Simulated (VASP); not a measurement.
Here is a VASP 6.6.1 calculation.

Contents of INCAR:

```
SYSTEM = InGa2N3
  PREC = Accurate
  ENCUT = 520
  EDIFF = 1E-6
  ISMEAR = 0
  SIGMA = 0.02
  LREAL = .FALSE.
  LASPH = .TRUE.
  NELM = 80
  ALGO = Normal
  ISIF = 2
  LWAVE = .FALSE.
  LCHARG = .FALSE.
  GGA = PE
  NBANDS = 66
```

File KPOINTS:

```
Automatic mesh
0
G
  6 6 6
  0 0 0
```

The input POSCAR:

```
InGa2N3
1.0
    5.0104830844     -2.8901996393      0.0000000000
    5.0104830844      2.8901996393      0.0000000000
    0.0000000000      0.0000000000      5.3980600035
In Ga N
2 4 6
Direct
    0.3253743410      0.6746256590      0.4897954397
    0.6746256590      0.3253743410      0.9897954397
    0.0070223933      0.3338071153      0.4925887691
    0.6661928847      0.9929776067      0.4925887691
    0.9929776067      0.6661928847      0.9925887691
    0.3338071153      0.0070223933      0.9925887691
    0.0264035193      0.3337100330      0.8590241523
    0.6662899670      0.9735964807      0.8590241523
    0.9735964807      0.6662899670      0.3590241523
    0.3337100330      0.0264035193      0.3590241523
    0.3077705064      0.6922294936      0.8949796974
    0.6922294936      0.3077705064      0.3949796974
```

Potentials or basis: VASP PAW PBE potentials, release 64 (In_d, Ga_d, N).

Launch:

```console
$ cat potpaw_PBE.64/In_d/POTCAR potpaw_PBE.64/Ga_d/POTCAR potpaw_PBE.64/N/POTCAR > POTCAR
$ mpirun -np 1 vasp_std > vasp.out
```

(1) What does it give for the largest force?

(2) Estimate the band gap on the k mesh.

(3) Estimate the pressure.

## Answers

(1) 0.010 eV/Å.

(2) 0.88 eV.

(3) 0.1 GPa.

Caveat: spin-orbit coupling is left out, which moves the levels of the heavy elements.
